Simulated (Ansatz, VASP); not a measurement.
**One calculation of TaAs, two programs**

```
Ta As
1.0
     5.95276    0.00000    0.00000
    -2.97638    5.15524    0.00000
     0.00000    0.00000    3.33497
Ta As
3 3
Cartesian
  0.0000 3.4368 1.6675
  2.9764 1.7184 1.6675
  0.0000 0.0000 0.0000
  2.3385 0.0000 0.0000
  1.8071 3.1300 0.0000
  -1.1693 2.0252 0.0000
```

Alike in both runs: task single point; functional PBEsol; k mesh 6 × 6 × 6; occupations gaussian, width 0.1 eV; no spin polarisation.

|  | VASP | Ansatz |
| --- | --- | --- |
| version | VASP 6.6.1 | Ansatz 0.2.0 |
| potentials or method | VASP PAW PBE potentials, release 64 (Ta_pv, As), cutoff 520 eV | scalar-relativistic, plane waves, PAW |
| valence electrons in the cell | 48 | 84 |

Ansatz gave:

| Quantity | Value |
| --- | --- |
| gap on the k mesh at the Fermi level (eV) | none |
| pressure (GPa) | 26.0 |
| traceless stress, the component that is largest in VASP (GPa) | -9.19 |
| rms of the force components (eV/Å) | 0.234 |

Problem. Which values does VASP return?

Solution. gap on the k mesh at the Fermi level (eV): none; pressure (GPa): 27.1; traceless stress, the component that is largest in VASP (GPa): -9.19; rms of the force components (eV/Å): 0.237.

VASP's potentials were made for PBE, not for PBEsol. Atom by atom the forces differ by 0.003 eV/Å (rms over components). A gap of «none» marks a metal or a gap that the smearing closes. VASP's potentials hold 48 valence electrons a cell and Ansatz's 84, so a difference there can come from the potentials and not from the codes.

Spin-orbit coupling is off throughout.
